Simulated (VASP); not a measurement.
Here is a VASP 6.6.1 calculation.

INCAR

```
ALGO     = Normal         # electronic algorithm
EDIFF    = 1E-6           # SCF threshold, eV
ENCUT    = 520            # plane-wave cutoff, eV
GGA      = PE             # functional
ISIF     = 2              # what is computed and relaxed
ISMEAR   = 0              # smearing method
LASPH    = T              # aspherical terms in the spheres
LCHARG   = F              # write CHGCAR
LREAL    = Auto         
LWAVE    = F              # write WAVECAR
NBANDS   = 55             # bands
NELM     = 100            # most SCF steps
PREC     = Accurate       # precision mode
SIGMA    = 0.05           # smearing width, eV
```

KPOINTS

```
k-points
0
Gamma
  2 2 1
```

The input POSCAR:

```
HC18N
1.0
    7.3980000000      0.0000000000      0.0000000000
   -3.6990000000      6.4068560000      0.0000000000
    0.0000000000      0.0000000000     12.0000000000
C N H
18 1 1
Direct
   -0.0104652695     -0.0106050456      0.0781103333
    0.2103290807      0.1028246928      0.0864180833
   -0.0093404035      0.3225135698      0.0784892500
    0.2104601394      0.4325307140      0.0788563333
   -0.0105463690      0.6540754155      0.0780275000
    0.2096506697      0.7609896336      0.0863687500
    0.3160911238     -0.0150015858      0.1117989167
    0.5528817965      0.1034118763      0.1118638333
    0.3212157185      0.3201802881      0.0831637500
    0.5477814909      0.4334626843      0.0831690000
    0.3210469902      0.6555013879      0.0834883333
    0.5479529164      0.7689653084      0.0835114167
    0.6593392782     -0.0141584265      0.0864660000
    0.8795310873      0.0991086736      0.0781065833
    0.6586739519      0.3269997016      0.0864816667
    0.8794526460      0.4343529806      0.0781334167
    0.6585422501      0.6565727402      0.0788406667
    0.8783431741      0.7663554480      0.0784435000
    0.4344066494      0.0370882380      0.2189082500
    0.4342954065      0.1650485043      0.2521870833
```

Potentials or basis: VASP PAW PBE potentials, release 64 (C, N, H).

Run with:

```bash
$ cat potpaw_PBE.64/C/POTCAR potpaw_PBE.64/N/POTCAR potpaw_PBE.64/H/POTCAR > POTCAR
$ mpirun -np 1 vasp_std > vasp.out
```

(1) What does it give for the band gap on the k mesh?

(2) Estimate the largest force.

Answers

(1) 0.24 eV, direct.

(2) 0.081 eV/Å.

Caveat: the k points lie up to 0.49 Å⁻¹ apart.
